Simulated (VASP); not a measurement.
Wanted: the native input for a VASP 6.6.1 run.

```
Task                   : single point
Functional             : LDA
Potentials or basis    : VASP PAW LDA potentials, release 64 (Ta_sv_GW, N)
Cutoff                 : 600 eV
k mesh                 : 10 × 10 × 9
Occupations            : fermi-dirac, width 0.05 eV
Spin                   : no spin polarisation
Hubbard terms          : Ta d U = 8.0 eV
Dipole correction      : no
Second run             : valence_matched
Further INCAR settings : ALGO = Normal; EDIFF = 1e-06; NBANDS = 16
```

The structure of TaN lies in POSCAR:

```
TaN
1.0
    2.9380000000      0.0000000000      0.0000000000
   -1.4690000000      2.5443826363      0.0000000000
    0.0000000000      0.0000000000      2.8830000000
Ta N
1 1
Direct
    0.0000000000      0.0000000000      0.5000000000
    0.6666666667      0.3333333333      0.0000000000
```

The input as run:

INCAR

```
PREC = Accurate
ENCUT = 600
EDIFF = 1E-6
ISMEAR = -1
SIGMA = 0.05
LREAL = F
LASPH = T
NELM = 200
ALGO = Normal
ISIF = 2
LWAVE = F
LCHARG = F
LMAXMIX = 4
LDAU = T
LDAUTYPE = 2
LDAUL = 2 -1
LDAUU = 8 0
LDAUJ = 0 0
LDAUPRINT = 1
GGA = CA
NBANDS = 16
GGA_COMPAT = F
```

KPOINTS

```
regular mesh
0
Gamma
  10 10 9
```

Potentials or basis: VASP PAW LDA potentials, release 64 (Ta_sv_GW, N).

The run is started by

```sh
$ cat potpaw_LDA.64/Ta_sv_GW/POTCAR potpaw_LDA.64/N/POTCAR > POTCAR
$ mpirun -np 1 vasp_std > vasp.out
```

Results of the run:

* Pressure: 17.2 GPa
* Band gap on the k mesh: zero (band 9 reaches 13.76 eV, above the bottom of band 10 at 13.41 eV)

Caveat: spin-orbit coupling is left out, which moves the levels of the heavy elements; U without spin polarisation on a metal has little footing.

Wall time 19 s on 1 thread of Intel(R) Xeon(R) Platinum 8259CL CPU @ 2.50GHz (Skylake/Cascade Lake), with other jobs on the host, peak memory 0.16 GiB.
